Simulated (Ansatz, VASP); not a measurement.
## ZrS2: VASP beside Ansatz

```
S Zr
1.0
     3.72154    0.00000    0.00000
    -1.86077    3.22295    0.00000
     0.00000    0.00000   31.84151
S Zr
2 1
Direct
  0.66667 0.33333 0.45419
  0.33333 0.66667 0.54581
  0.00000 0.00000 0.50000
```

Change from the starting cell: biaxial strain +0.020, atoms relaxed.

Alike in both runs: task relaxation of the atoms; functional PBE; dispersion D3(BJ); k mesh 9 × 9 × 1; occupations gaussian, width 0.02 eV; no spin polarisation.

|  | VASP | Ansatz |
| --- | --- | --- |
| version | VASP 6.6.1 | Ansatz 0.2.0 |
| potentials or method | VASP PAW PBE potentials, release 64 (S, Zr_sv), cutoff 450 eV | scalar-relativistic, plane waves, PAW |
| valence electrons in the cell | 24 | 24 |

```csv
,VASP,Ansatz,Ansatz less VASP
"gap on the k mesh at the Fermi level, each at its own relaxed structure (eV)",1.34,1.35,+0.005
```

Ansatz's warnings: stress scf threshold loose.
